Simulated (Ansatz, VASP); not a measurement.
## One calculation of SrVO3, two programs

```xyz
5
Lattice="3.8409 0.0000 0.0000 0.0000 3.8409 0.0000 0.0000 0.0000 3.8409" Properties=species:S:1:pos:R:3 pbc="T T T"
Sr    1.9204    1.9204    1.9204
V     0.0000    0.0000    0.0000
O     0.0000    0.0000    1.9204
O     0.0000    1.9204    0.0000
O     1.9204    0.0000    0.0000
```

Alike in both runs: task single point; functional PBEsol; k mesh 7 × 7 × 7; occupations fermi-dirac, width 0.05 eV; collinear spin.

|  | VASP | Ansatz |
| --- | --- | --- |
| version | VASP 6.6.1 | Ansatz 0.2.0 |
| potentials or method | VASP PAW PBE potentials, release 64 (Sr_sv, V_sv, O) | Ansatz PAW |
| plane-wave cutoff (eV) | 520 | 420 |
| valence electrons in the cell | 41 | 41 |

Ansatz gave:

| Item | Value |
| --- | --- |
| gap on the k mesh at the Fermi level (eV) | none |
| pressure (GPa) | -4.7 |
| net moment per atom (μB) | 0.00 |

Task: Estimate VASP's values.

Result: gap on the k mesh at the Fermi level (eV): none; pressure (GPa): -3.9; net moment per atom (μB): 0.00.

VASP's potentials were made for PBE, not for PBEsol. A gap of «none» marks a metal or a gap that the smearing closes. With one functional, cell and mesh, what is left measures potentials, basis and numerics.
